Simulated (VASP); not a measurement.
Input of a VASP 6.6.1 run:

File INCAR:

```
SYSTEM = LiCl
PREC     = Accurate       ! precision mode
ENCUT    = 520            ! plane-wave cutoff, eV
EDIFF    = 1E-6           ! SCF threshold, eV
ISMEAR   = 0              ! smearing method
SIGMA    = 0.05           ! smearing width, eV
LREAL    = .FALSE.        ! projectors in reciprocal space
LASPH    = .TRUE.         ! aspherical terms in the spheres
NELM     = 60             ! most SCF steps
ALGO     = Normal         ! electronic algorithm
ISIF     = 2              ! what is computed and relaxed
LWAVE    = .FALSE.        ! write WAVECAR
LCHARG   = .FALSE.        ! write CHGCAR
GGA      = PE             ! functional
NBANDS   = 12             ! bands
```

Contents of KPOINTS:

```
Automatic mesh
0
G
  8 8 8
  0 0 0
```

POSCAR

```
LiCl
1.0
    0.0000000000      2.6032314000      2.6032314000
    2.6032314000      0.0000000000      2.6032314000
    2.6032314000      2.6032314000      0.0000000000
Li Cl
1 1
Direct
    0.0000000000      0.0000000000      0.0000000000
    0.5000000000      0.5000000000      0.5000000000
```

Potentials or basis: VASP PAW PBE potentials, release 64 (Li_sv, Cl).

Command:

```bash
$ cat potpaw_PBE.64/Li_sv/POTCAR potpaw_PBE.64/Cl/POTCAR > POTCAR
$ mpirun -np 1 vasp_std > vasp.out
```

What does it give for the band gap on the k mesh?

6.09 eV, direct.

Caveat: the cell differs from its parent crystal (strain +0.015 along x and y, +0.015 along z). A k mesh can miss the band edges.
